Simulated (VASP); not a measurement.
Write the native input for VASP 6.6.1 that does the following.

```yaml
Task: single point
Functional: PBE
Potentials_or_basis: VASP PAW PBE potentials, release 64 (Ta_pv, C)
Cutoff: 600 eV
k_mesh: 16 × 16 × 16
Occupations: gaussian, width 0.1 eV
Spin: no spin polarisation
Dipole_correction: no
Further_INCAR_settings: ALGO = Normal; EDIFF = 1e-06; NBANDS = 14
```

The structure of TaC (v.br) lies in POSCAR:

```
TaC
1.0
    0.0000000000      2.2200000000      2.2200000000
    2.2200000000      0.0000000000      2.2200000000
    2.2200000000      2.2200000000      0.0000000000
Ta C
1 1
Direct
    0.0000000000      0.0000000000      0.0000000000
    0.5000000000      0.5000000000      0.5000000000
```

The input as run:

INCAR

```
SYSTEM = TaC
PREC = Accurate
ENCUT = 600
EDIFF = 1E-6
ISMEAR = 0
SIGMA = 0.1
LREAL = .FALSE.
LASPH = .TRUE.
NELM = 120
ALGO = Normal
ISIF = 2
LWAVE = .FALSE.
LCHARG = .FALSE.
GGA = PE
NBANDS = 14
GGA_COMPAT = .FALSE.
```

KPOINTS

```
Automatic mesh
0
G
  16 16 16
  0 0 0
```

Potentials or basis: VASP PAW PBE potentials, release 64 (Ta_pv, C).

Command:

```console
$ cat potpaw_PBE.64/Ta_pv/POTCAR potpaw_PBE.64/C/POTCAR > POTCAR
$ mpirun -np 1 vasp_std > vasp.out
```

It gave:

The pressure is 8.8 GPa.

It took 24 s on 1 thread of Intel(R) Xeon(R) 6975P-C (Granite Rapids), with other jobs on the host, peak memory 0.2 GiB.
